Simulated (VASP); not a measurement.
Write the native input for VASP 6.6.1 that does the following.

* Task: single point
* Functional: r2SCAN
* Potentials or basis: VASP PAW PBE potentials, release 64 (Sn_d, O)
* Cutoff: 520 eV
* k mesh: 12 × 12 × 12
* Occupations: gaussian, width 0.05 eV
* Spin: no spin polarisation
* Dipole correction: no
* Further INCAR settings: ALGO = Normal; EDIFF = 1e-06; NBANDS = 20

Crystal: SnO2.

```
CELL_PARAMETERS angstrom
1.55241 0.89628 4.41655
-1.55241 0.89628 4.41655
0.00000 -1.79257 4.41655
ATOMIC_POSITIONS crystal
Sn 0.50000 0.50000 0.50000
O 0.23717 0.23717 0.23717
O 0.76283 0.76283 0.76283
```

This cell differs from its parent crystal: strain -0.040 along x and y, -0.080 along z.

These files were run (other wordings do the same):

POSCAR

```
SnO2
1.0
    1.5524093522      0.8962839574      4.4165451773
   -1.5524093522      0.8962839574      4.4165451773
    0.0000000000     -1.7925679148      4.4165451773
Sn O
1 2
Direct
    0.5000000000      0.5000000000      0.5000000000
    0.2371700000      0.2371700000      0.2371700000
    0.7628300000      0.7628300000      0.7628300000
```

INCAR.step1

```
SYSTEM = SnO2
PREC = Accurate
ENCUT = 520
ISMEAR = 0
SIGMA = 0.05
LREAL = .False.
LASPH = .True.
NELM = 100
NBANDS = 20
GGA = PE
ALGO = Normal
EDIFF = 1E-4
LWAVE = .True.
LCHARG = .False.
```

INCAR.step2

```
SYSTEM = SnO2
PREC = Accurate
ENCUT = 520
EDIFF = 1E-6
ISMEAR = 0
SIGMA = 0.05
LREAL = .False.
LASPH = .True.
NELM = 100
ALGO = Normal
ISIF = 2
LWAVE = .False.
LCHARG = .False.
METAGGA = R2SCAN
LMIXTAU = .True.
NBANDS = 20
ISTART = 1
```

KPOINTS

```
Automatic mesh
0
Gamma
  12 12 12
  0 0 0
```

Potentials or basis: VASP PAW PBE potentials, release 64 (Sn_d, O).

Run with:

```sh
$ cat potpaw_PBE.64/Sn_d/POTCAR potpaw_PBE.64/O/POTCAR > POTCAR
$ cp INCAR.step1 INCAR
$ mpirun -np 1 vasp_std > vasp.out
$ cp INCAR.step2 INCAR
$ mpirun -np 1 vasp_std > vasp.out
```

Results of the run:

The pressure is 23.8 GPa, the largest force is 1.779 eV/Å and the band gap on the k mesh is 3.46 eV (least direct gap 3.73 eV).

Caveat: the cell differs from its parent crystal (strain -0.040 along x and y, -0.080 along z); the stress differs along the axes, from 14 to 29 GPa; the PAW data sets were made with another functional, which shifts forces and pressure a little; spin-orbit coupling is left out, which moves the levels of the heavy elements.

Run time: 10 min on 1 thread of AMD EPYC 9R45 96-Core Processor (Zen 5) (shared host), peak memory 0.27 GiB.
